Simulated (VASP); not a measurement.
Here is a VASP 6.6.1 calculation.

File INCAR:

```
SYSTEM = EuS
ALGO = Normal
EDIFF = 1E-6
ENCUT = 600
GGA = PE
GGA_COMPAT = .False.
ISIF = 2
ISMEAR = 0
ISPIN = 2
IVDW = 12
LASPH = .True.
LCHARG = .False.
LDAU = .True.
LDAUJ = 0 0
LDAUL = 3 -1
LDAUPRINT = 1
LDAUTYPE = 2
LDAUU = 6 0
LMAXMIX = 6
LORBIT = 11
LREAL = .False.
LWAVE = .False.
MAGMOM = 7.55 -0.07
NBANDS = 22
NELM = 200
PREC = Accurate
SIGMA = 0.05
```

Contents of KPOINTS:

```
k-points
0
Gamma
  8 8 8
  0 0 0
```

The input POSCAR:

```
EuS
1.0
    0.0000000000      2.9709076301      2.9709076301
    2.9709076301      0.0000000000      2.9709076301
    2.9709076301      2.9709076301      0.0000000000
Eu S
1 1
Direct
    0.5000000000      0.5000000000      0.5000000000
    0.0000000000      0.0000000000      0.0000000000
```

Potentials or basis: VASP PAW PBE potentials, release 64 (Eu, S).

Command:

```sh
$ cat potpaw_PBE.64/Eu/POTCAR potpaw_PBE.64/S/POTCAR > POTCAR
$ mpirun -np 1 vasp_std > vasp.out
```

(1) Estimate the band gap on the k mesh.

(2) Predict the dispersion energy per atom.

Answers

(1) 0.38 eV (least direct gap 0.65 eV).

(2) -0.332 eV.

Caveat: three body term missing; spin-orbit coupling is left out, which moves the levels of the heavy elements; a cell with one magnetic atom can't hold antiferromagnetic order, which such compounds often take.
